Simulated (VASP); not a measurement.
Runs of VASP 6.6.1 on Pd. The structure is that of space group Fm-3m (No. 225), or close to it. The cells are those of the table. 

```csv
cell,gap on the mesh (eV),pressure (GPa)
"a = 2.820, b = 2.820, c = 2.751 Å, angles 60.8, 60.8, 58.4°, 1 atom",none,-10.4
"a = 2.854, b = 2.854, c = 2.888 Å, angles 59.6, 59.6, 60.8°, 1 atom",none,-18.9
"a = 2.819 Å, angles 60.0°, 1 atom",none,(a)
"a = 2.648, b = 2.648, c = 2.682 Å, angles 59.6, 59.6, 60.9°, 1 atom",none,23.3
"a = 2.613 Å, angles 60.0°, 1 atom",none,42.3
"a = 2.888 Å, angles 60.0°, 1 atom",none,-20.9
"a = 2.785, b = 2.785, c = 2.819 Å, angles 59.6, 59.6, 60.8°, 1 atom",none,(b)
```

Alike in all rows: task single point; level PBEsol; potentials or basis VASP PAW PBE potentials, release 64 (Pd); no spin polarisation; k mesh 20 × 20 × 20; cutoff (eV) 520; smearing gaussian 0.15 eV.

**Question.** Estimate the missing entries.

**Answer.** (a) -13.8; (b) -10.6.

Caveats: the PAW data sets were made with another functional, which shifts forces and pressure a little; the cell stands under tension (at least some runs); the cell stands under pressure (at least some runs).

A k mesh can miss the band edges, and the runs leave out spin-orbit coupling on Pd.

A gap of «none» marks levels without a gap at the run's occupations.
